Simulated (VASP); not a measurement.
# PbS (Fm-3m) in VASP: further runs

Runs on PbS. Level: r2SCAN. Tasks: relaxation of the atoms.

All numbers are computed with VASP 6.6.1; they aren't measurements. Logs are shortened: lines on timing, memory, paths and dates and some standing lists are left out, and cuts for length are marked.

### Step 1. The cell of the first run

Symmetry: Fm-3m, No. 225, cubic system. The conventional cell has a = 5.976 Å, b = 5.976 Å, c = 5.976 Å, α = 90.00°, β = 90.00°, γ = 90.00°. Pb (site symmetry m-3m) has 6 S at 2.99 Å within 3.9 Å. Within 3.9 Å of S (site symmetry m-3m) lie 6 Pb at 2.99 Å.

### Step 2. Relaxation of the atoms, r2SCAN

POSCAR reads:

```
PbS
1.0
    0.0000000000      2.9878971800      2.9878971800
    2.9878971800      0.0000000000      2.9878971800
    2.9878971800      2.9878971800      0.0000000000
Pb S
1 1
Direct
    0.0000000000      0.0000000000      0.0000000000
    0.5000000000      0.5000000000      0.5000000000
```

INCAR.step1 reads:

```
  ALGO = Normal
  EDIFF = 1E-4
  ENCUT = 520
  GGA = PE
  ISMEAR = -1
  LASPH = True
  LCHARG = False
  LREAL = False
  LWAVE = True
  NELM = 80
  PREC = Accurate
  SIGMA = 0.02
```

INCAR.step2 reads:

```
  ALGO = Normal
  EDIFF = 1E-7
  EDIFFG = -0.01
  ENCUT = 520
  IBRION = 2
  ISIF = 2
  ISMEAR = -1
  ISTART = 1
  LASPH = True
  LCHARG = False
  LMIXTAU = True
  LREAL = False
  LWAVE = False
  METAGGA = R2SCAN
  NELM = 80
  NSW = 50
  PREC = Accurate
  SIGMA = 0.02
```

KPOINTS reads:

```
k-points
0
Gamma
  8 8 8
```

Potentials or basis: VASP PAW PBE potentials, release 64 (Pb_d, S).

Launch:

```sh
$ cat potpaw_PBE.64/Pb_d/POTCAR potpaw_PBE.64/S/POTCAR > POTCAR
$ cp INCAR.step1 INCAR
$ mpirun -np 1 vasp_std > vasp.out
$ cp INCAR.step2 INCAR
$ mpirun -np 1 vasp_std > vasp.out
```

OUTCAR:

```text
EDIFF = 1E-7
   EDIFFG = -0.01
   ENCUT = 520
   IBRION = 2
   ISIF = 2
   ISMEAR = -1
   ISTART = 1
   LASPH = True
   LREAL = False
   METAGGA = R2SCAN
   NELM = 80
   NSW = 50
   PREC = Accurate

 ion  position               nearest neighbor table
   1  0.000  0.000  0.000-   2 2.99   2 2.99   2 2.99   2 2.99   2 2.99   2 2.99
   2  0.500  0.500  0.500-   1 2.99   1 2.99   1 2.99   1 2.99   1 2.99   1 2.99

  LATTYP: Found a face centered cubic cell.
 ALAT       =     5.9757943600

  Lattice vectors:

 A1 = (   0.0000000000,   2.9878971800,   2.9878971800)
 A2 = (   2.9878971800,   0.0000000000,   2.9878971800)
 A3 = (   2.9878971800,   2.9878971800,   0.0000000000)

Analysis of symmetry for initial positions (statically):
=====================================================================
 Subroutine PRICEL returns:
 Original cell was already a primitive cell.

 Routine SETGRP: Setting up the symmetry group for a
 face centered cubic supercell.

 Subroutine GETGRP returns: Found 48 space group operations
 (whereof 48 operations were pure point group operations)
 out of a pool of 48 trial point group operations.

The static configuration has the point symmetry O_h .

Analysis of symmetry for dynamics (positions and initial velocities):
=====================================================================
 Subroutine PRICEL returns:
 Original cell was already a primitive cell.

 Routine SETGRP: Setting up the symmetry group for a
 face centered cubic supercell.

 Subroutine GETGRP returns: Found 48 space group operations
 (whereof 48 operations were pure point group operations)
 out of a pool of 48 trial point group operations.

The dynamic configuration has the point symmetry O_h .

 Subroutine INISYM returns: Found 48 space group operations
 (whereof 48 operations are pure point group operations),
 and found     1 'primitive' translations

----------------------------------------------------------------------------------------

                                     Primitive cell

  volume of cell :      53.3491

  direct lattice vectors                    reciprocal lattice vectors
     0.000000000  2.987897180  2.987897180    -0.167341769  0.167341769  0.167341769
     2.987897180  0.000000000  2.987897180     0.167341769 -0.167341769  0.167341769
     2.987897180  2.987897180  0.000000000     0.167341769  0.167341769 -0.167341769

  length of vectors
     4.225524715  4.225524715  4.225524715     0.289844446  0.289844446  0.289844446

  position of ions in fractional coordinates (direct lattice)
     0.000000000  0.000000000  0.000000000
     0.500000000  0.500000000  0.500000000

  ion indices of the primitive-cell ions
   primitive index   ion index
                 1           1
                 2           2

----------------------------------------------------------------------------------------

 KPOINTS: k-points

Automatic generation of k-mesh.
 Grid dimensions read from file:
 generate k-points for:    8    8    8

 Generating k-lattice:

  Cartesian coordinates                     Fractional coordinates (reciprocal lattice)
    -0.020917721  0.020917721  0.020917721     0.125000000  0.000000000  0.000000000
     0.020917721 -0.020917721  0.020917721     0.000000000  0.125000000  0.000000000
     0.020917721  0.020917721 -0.020917721     0.000000000  0.000000000  0.125000000

  Length of vectors
     0.036230556  0.036230556  0.036230556

  Shift w.r.t. Gamma in fractional coordinates (k-lattice)
     0.000000000  0.000000000  0.000000000

 Subroutine IBZKPT returns following result:
 ===========================================

 Found     29 irreducible k-points:

 Following reciprocal coordinates:
            Coordinates               Weight
  0.000000  0.000000  0.000000      1.000000
  0.125000  0.000000  0.000000      8.000000
  0.250000  0.000000  0.000000      8.000000
  0.375000  0.000000  0.000000      8.000000
  0.500000  0.000000  0.000000      4.000000
  0.125000  0.125000  0.000000      6.000000
[... 16 lines left out ...]
  0.500000  0.250000  0.125000     48.000000
 -0.375000  0.250000  0.125000     24.000000
 [... further k-points ...]
   k-points           NKPTS =     29   k-points in BZ     NKDIM =     29   number of bands    NBANDS=     14
   number of dos      NEDOS =    301   number of ions     NIONS =      2
   total plane-waves  NPLWV =  32768
   dimension x,y,z NGX =    32 NGY =   32 NGZ =   32
   dimension x,y,z NGXF=    64 NGYF=   64 NGZF=   64
   ions per type =               1   1
   NGX,Y,Z   is equivalent  to a cutoff of  12.59, 12.59, 12.59 a.u.
   NGXF,Y,Z  is equivalent  to a cutoff of  25.18, 25.18, 25.18 a.u.
 SYSTEM =  unknown system
   PREC   = accura    normal or accurate (medium, high low for compatibility)
   ISTART =      1    job   : 0-new  1-cont  2-samecut
   ICHARG =      0    charge: 1-file 2-atom 10-const
   ISPIN  =      1    spin polarized calculation?
   LNONCOLLINEAR =      F non collinear calculations
   LSORBIT =      F    spin-orbit coupling
   LASPH  =      T    aspherical Exc in radial PAW
   ENCUT  =  520.0 eV  38.22 Ry    6.18 a.u.   7.86  7.86  7.86*2*pi/ulx,y,z
   NELM   =     80;   NELMIN=  2; NELMDL=  0     # of ELM steps
   EDIFF  = 0.1E-06   stopping-criterion for ELM
   LREAL  =      F    real-space projection
   EDIFFG = -.1E-01   stopping-criterion for IOM
   NSW    =     50    number of steps for IOM
   IBRION =      2    ionic relax: 0-MD 1-quasi-New 2-CG
   NFREE  =      1    steps in history (QN), initial steepest desc. (CG)
   ISIF   =      2    stress and relaxation
   ISYM   =      2    0-nonsym 1-usesym 2-fastsym
   POTIM  = 0.5000    time-step for ionic-motion
   TEBEG  =    0.0;   TEEND  =   0.0 temperature during run
   PSTRESS=    0.0 pullay stress
   NELECT =      20.0000    total number of electrons
   NUPDOWN=      -1.0000    fix difference up-down
   EMIN   =  10.00;   EMAX   =-10.00  energy-range for DOS
   EFERMI =   0.00;   METHOD = LEGACY
   ISMEAR =    -1;   SIGMA  =   0.02  broadening in eV -4-tet -1-fermi 0-gaus
   EFERMI_NEDOS =   21; number of points for ismear=-14 and -15
   IALGO  =     38    algorithm
   IMIX   =      4    mixing-type and parameters
     AMIX     =   0.40;   BMIX     =  1.00
     AMIX_MAG =   1.60;   BMIX_MAG =  1.00
  volume/ion in A,a.u.               =      26.67       180.01
  Fermi-wavevector in a.u.,A,eV,Ry     =   1.180436  2.230701 18.958761  1.393430
  Thomas-Fermi vector in A             =   2.316729
   LORBIT       =      0    0 simple, 1 ext, 2 COOP (PROOUT), +10 PAW based schemes
   METAGGA = R2SCAN    functional components
   LHFCALC =     F    Hartree Fock is set to
   AEXX    =    0.0000 exact exchange contribution
   IVDW    =     0    specifies the selected vdW correction
   LEPSILON=     F    determine dielectric tensor
   LRPA    =     F    only Hartree local field effects (RPA)
 conjugate gradient relaxation of ions
 non-spin polarized calculation
  energy-cutoff  :      520.00
  volume of cell :       53.35
 maximum number of plane-waves:      1459
   NGX = 15   NGY = 15   NGZ = 15

 number of electron      20.0000001 magnetization

 Free energy of the ion-electron system (eV)
  ---------------------------------------------------
  ext. energy  EPLUGINS =         0.00000000
  ---------------------------------------------------
  free energy    TOTEN  =       -65.61221277 eV

  energy without entropy =      -65.61221277  energy(sigma->0) =      -65.61221277

 E-fermi :   5.7382     XC(G=0): -10.1426

 val. band max:        5.3865748704   @ k =   0.5000   0.0000   0.0000
 cond. band min:       6.0911399986   @ k =   0.5000   0.0000   0.0000
 fundamental gap:      0.7045651282
 Fermi energy:         5.7381588965

 k-point     1 :       0.0000    0.0000    0.0000
  band No.  band energies     occupation
      1     -12.0091      2.00000
      2     -12.0091      2.00000
      3     -12.0091      2.00000
      4     -11.9925      2.00000
      5     -11.9925      2.00000
      6      -8.6010      2.00000
      7      -0.7401      2.00000
      8       3.1912      2.00000
      9       3.1912      2.00000
     10       3.1912      2.00000
     11      10.8970      0.00000
     12      10.8970      0.00000
     13      10.8970      0.00000
     14      12.6008      0.00000

 k-point     2 :       0.1250    0.0000    0.0000
  band No.  band energies     occupation
      1     -12.0084      2.00000
      2     -12.0063      2.00000
      3     -12.0063      2.00000
      4     -11.9935      2.00000
      5     -11.9935      2.00000
      6      -8.4699      2.00000
      7      -1.2062      2.00000
      8       3.2334      2.00000
      9       3.2334      2.00000
     10       3.5492      2.00000
     11       9.6866      0.00000
     12      10.1215      0.00000
     13      10.1215      0.00000
     14      12.5164      0.00000

 k-point     3 :       0.2500    0.0000    0.0000
  band No.  band energies     occupation
      1     -12.0118      2.00000
      2     -12.0118      2.00000
      3     -12.0070      2.00000
      4     -11.9838      2.00000
      5     -11.9838      2.00000
      6      -8.1084      2.00000
      7      -2.1940      2.00000
      8       3.3517      2.00000
      9       3.3517      2.00000
     10       4.2475      2.00000
     11       8.0376      0.00000
     12       8.9030      0.00000
     13       8.9030      0.00000
     14      12.6931      0.00000

 k-point     4 :       0.3750    0.0000    0.0000
  band No.  band energies     occupation
      1     -12.0215      2.00000
      2     -12.0215      2.00000
      3     -12.0061      2.00000
      4     -11.9699      2.00000
      5     -11.9699      2.00000
      6      -7.6470      2.00000
      7      -3.1476      2.00000
      8       3.5014      2.00000
      9       3.5014      2.00000
     10       4.9237      2.00000
     11       6.7638      0.00000
     12       7.9849      0.00000
     13       7.9849      0.00000
     14      13.5764      0.00000

 k-point     5 :       0.5000    0.0000    0.0000
  band No.  band energies     occupation
      1     -12.0257      2.00000
      2     -12.0257      2.00000
      3     -12.0058      2.00000
      4     -11.9640      2.00000
      5     -11.9640      2.00000
      6      -7.4041      2.00000
      7      -3.5705      2.00000
      8       3.5763      2.00000
      9       3.5763      2.00000
     10       5.3866      2.00000
     11       6.0911      0.00000
[... 276 lines left out ...]
 k-point    22 :       0.3750    0.2500    0.1250
  band No.  band energies     occupation
      1     -12.0406      2.00000
      2     -12.0122      2.00000
      3     -11.9995      2.00000
      4     -11.9826      2.00000
      5     -11.9734      2.00000
      6      -7.7958      2.00000
      7      -2.3890      2.00000
      8       2.2728      2.00000
      9       3.1487      2.00000
     10       4.1118      2.00000
     11       7.6862      0.00000
     12       9.0710      0.00000
     13       9.9384      0.00000
     14      12.1277      0.00000

 k-point    23 :       0.5000    0.2500    0.1250
  band No.  band energies     occupation
      1     -12.0560      2.00000
      2     -12.0075      2.00000
      3     -12.0020      2.00000
      4     -11.9779      2.00000
      5     -11.9674      2.00000
      6      -7.3862      2.00000
      7      -2.9359      2.00000
      8       1.9607      2.00000
      9       2.7475      2.00000
     10       4.2175      2.00000
     11       7.5355      0.00000
     12       8.8662      0.00000
     13       9.8202      0.00000
     14      12.8797      0.00000

 k-point    24 :      -0.3750    0.2500    0.1250
  band No.  band energies     occupation
      1     -12.0617      2.00000
      2     -12.0101      2.00000
      3     -11.9942      2.00000
      4     -11.9825      2.00000
      5     -11.9632      2.00000
      6      -7.1830      2.00000
      7      -3.2002      2.00000
      8       1.9673      2.00000
      9       2.3866      2.00000
     10       4.3885      2.00000
     11       7.2604      0.00000
     12       9.0862      0.00000
     13       9.7155      0.00000
     14      13.8365      0.00000

 [... further k-points ...]

------------------------ aborting loop because EDIFF is reached ----------------------------------------

  FORCE on cell =-STRESS in cart. coord.  units (eV):
  Direction    XX          YY          ZZ          XY          YZ          ZX
  --------------------------------------------------------------------------------------
  -------------------------------------------------------------------------------------
  Total       -0.0205513     -0.0205513     -0.0205513     -0.0000000      0.0000000      0.0000000
  in kB       -0.6171956     -0.6171956     -0.6171956     -0.0000000      0.0000000      0.0000000
  external PRESSURE =      -0.6171956 kB  Pullay stress =       0.0000000 kB

 VOLUME and BASIS-vectors are now :
 -----------------------------------------------------------------------------
  energy-cutoff  :      520.00
  volume of cell :       53.35
      direct lattice vectors                 reciprocal lattice vectors
     0.000000000  2.987897180  2.987897180    -0.167341769  0.167341769  0.167341769
     2.987897180  0.000000000  2.987897180     0.167341769 -0.167341769  0.167341769
     2.987897180  2.987897180  0.000000000     0.167341769  0.167341769 -0.167341769

 POSITION                                       TOTAL-FORCE (eV/Angst)
 -----------------------------------------------------------------------------------
      0.00000      0.00000      0.00000        -0.000000      0.000000     -0.000000
      2.98790      2.98790      2.98790         0.000000     -0.000000      0.000000
 -----------------------------------------------------------------------------------
    total drift:                                0.000000     -0.000000     -0.000000

  FREE ENERGIE OF THE ION-ELECTRON SYSTEM (eV)
  ---------------------------------------------------
  free  energy   TOTEN  =       -65.6122127653 eV

  energy  without entropy=      -65.6122127650  energy(sigma->0) =      -65.61221277

 reached required accuracy - stopping structural energy minimisation
```

It took 2.3 min on 1 thread of Oxide Virtual Turin-like, shared host; peak memory 0.16 GiB.

Results:

| Quantity | Value |
| --- | --- |
| Free energy | -65.6122 eV |
| Pressure after relaxing | -0.1 GPa |
| Band gap on the k mesh | 0.70 eV |

Final structure:
```xyz
2
Lattice="0.0000 2.9879 2.9879 2.9879 0.0000 2.9879 2.9879 2.9879 0.0000" Properties=species:S:1:pos:R:3 pbc="T T T"
Pb    0.0000    0.0000    0.0000
S     2.9879    2.9879    2.9879
```

Caveat: the relaxation stopped at its first step, so nothing moved; the PAW data sets were made with another functional, which shifts forces and pressure a little; spin-orbit coupling is left out, which moves the levels of the heavy elements.

### Step 3. Relaxation of the atoms, r2SCAN

This run uses another cell than the first one, of 27.21 Å³/atom.

POSCAR reads:

```
PbS
1.0
    0.0000000000      3.0076851500      3.0076851500
    3.0076851500      0.0000000000      3.0076851500
    3.0076851500      3.0076851500      0.0000000000
Pb S
1 1
Direct
    0.0000000000      0.0000000000      0.0000000000
    0.5000000000      0.5000000000      0.5000000000
```

INCAR.step1 reads:

```
SYSTEM = PbS
PREC = Accurate
ENCUT = 520
ISMEAR = -1
SIGMA = 0.02
LREAL = .False.
LASPH = .True.
NELM = 80
GGA = PE
ALGO = Normal
EDIFF = 1E-4
LWAVE = .True.
LCHARG = .False.
```

INCAR.step2 reads:

```
SYSTEM = PbS
PREC = Accurate
ENCUT = 520
EDIFF = 1E-6
ISMEAR = -1
SIGMA = 0.02
LREAL = .False.
LASPH = .True.
NELM = 80
ALGO = Normal
ISIF = 2
LWAVE = .False.
LCHARG = .False.
METAGGA = R2SCAN
LMIXTAU = .True.
IBRION = 2
NSW = 50
EDIFFG = -0.01
ISTART = 1
```

KPOINTS reads:

```
Automatic mesh
0
Gamma
  8 8 8
  0 0 0
```

Potentials or basis: VASP PAW PBE potentials, release 64 (Pb_d, S).

Launch:

```sh
$ cat potpaw_PBE.64/Pb_d/POTCAR potpaw_PBE.64/S/POTCAR > POTCAR
$ cp INCAR.step1 INCAR
$ mpirun -np 1 vasp_std > vasp.out
$ cp INCAR.step2 INCAR
$ mpirun -np 1 vasp_std > vasp.out
```

Run time: 2.4 min. Hardware: 1 thread of Oxide Virtual Turin-like, shared host; peak memory 0.16 GiB.

The run converged. Its results:

```
Free energy             : -65.6085 eV
Pressure after relaxing : -1.2 GPa
Band gap on the k mesh  : 0.77 eV
```

Final structure:
```yaml
crystal:
  lattice:
    - [0.00000, 3.00769, 3.00769]
    - [3.00769, 0.00000, 3.00769]
    - [3.00769, 3.00769, 0.00000]
  atoms:
    - { symbol: Pb, position: [0.00000, 0.00000, 0.00000] }
    - { symbol: S, position: [0.50000, 0.50000, 0.50000] }
```

Levels at points of the mesh, in eV from the valence-band top:
```
           k point  band 8  band 9  band 10  band 11  band 12  band 13
(0.00, 0.00, 0.00)   -2.07   -2.07    -2.07     5.47     5.47     5.47
(0.50, 0.00, 0.00)   -1.70   -1.70     0.00     0.77     2.32     2.32
(0.50, 0.50, 0.00)   -4.97   -3.29    -3.29     4.37     5.90     5.97
```

Caveat: the relaxation stopped at its first step, so nothing moved; the PAW data sets were made with another functional, which shifts forces and pressure a little; spin-orbit coupling is left out, which moves the levels of the heavy elements.
